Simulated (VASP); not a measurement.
Crystal: Mn.

```
CELL_PARAMETERS angstrom
4.54677 0.00000 0.00000
0.00000 4.54677 0.00000
0.00000 0.00000 4.54677
ATOMIC_POSITIONS crystal
Mn 0.00000 0.00000 0.00000
Mn 0.50000 0.50000 0.50000
Mn 0.25000 0.00000 0.50000
Mn 0.75000 0.00000 0.50000
Mn 0.50000 0.25000 0.00000
Mn 0.50000 0.75000 0.00000
Mn 0.00000 0.50000 0.25000
Mn 0.00000 0.50000 0.75000
```

* Program: VASP 6.6.1
* Task: relaxation of cell and atoms
* Functional: BLYP
* Potentials or basis: VASP PAW PBE potentials, release 64 (Mn_pv)
* Cutoff: 600 eV
* k mesh: 6 × 6 × 6
* Occupations: fermi-dirac, width 0.1 eV
* Spin: no spin polarisation

At the start: pressure -10.5 GPa; volume 11.75 Å³/atom.

Question: Where does the relaxation end?

Answer: Over 4 steps the energy falls by 19.1 meV/atom and the volume is 11.20 Å³/atom (-4.7 %); space group Pm-3n (No. 223, to 0.1 Å) before and after.

The path:
| step | energy change (eV) | largest force (eV/Å) | pressure (GPa) | volume (Å³) |
| --- | --- | --- | --- | --- |
| 1 | 0.0000 | 0.0000 | -10.55 | 94.00 |
| 2 | 0.1706 | 0.0000 | 19.17 | 83.86 |
| 3 | -0.1528 | 0.0000 | -0.21 | 89.67 |
| 4 | -0.1528 | 0.0000 | 0.02 | 89.59 |

Final structure:
```yaml
crystal:
  lattice:
    - [4.47453, 0.00000, 0.00000]
    - [0.00000, 4.47453, 0.00000]
    - [0.00000, 0.00000, 4.47453]
  atoms:
    - { symbol: Mn, position: [0.00000, 0.00000, 0.00000] }
    - { symbol: Mn, position: [0.50000, 0.50000, 0.50000] }
    - { symbol: Mn, position: [0.25000, 0.00000, 0.50000] }
    - { symbol: Mn, position: [0.75000, 0.00000, 0.50000] }
    - { symbol: Mn, position: [0.50000, 0.25000, 0.00000] }
    - { symbol: Mn, position: [0.50000, 0.75000, 0.00000] }
    - { symbol: Mn, position: [0.00000, 0.50000, 0.25000] }
    - { symbol: Mn, position: [0.00000, 0.50000, 0.75000] }
```

Caveat: the PAW data sets were made with another functional, which shifts forces and pressure a little; the run has no spin polarisation, though such a crystal can be magnetic.
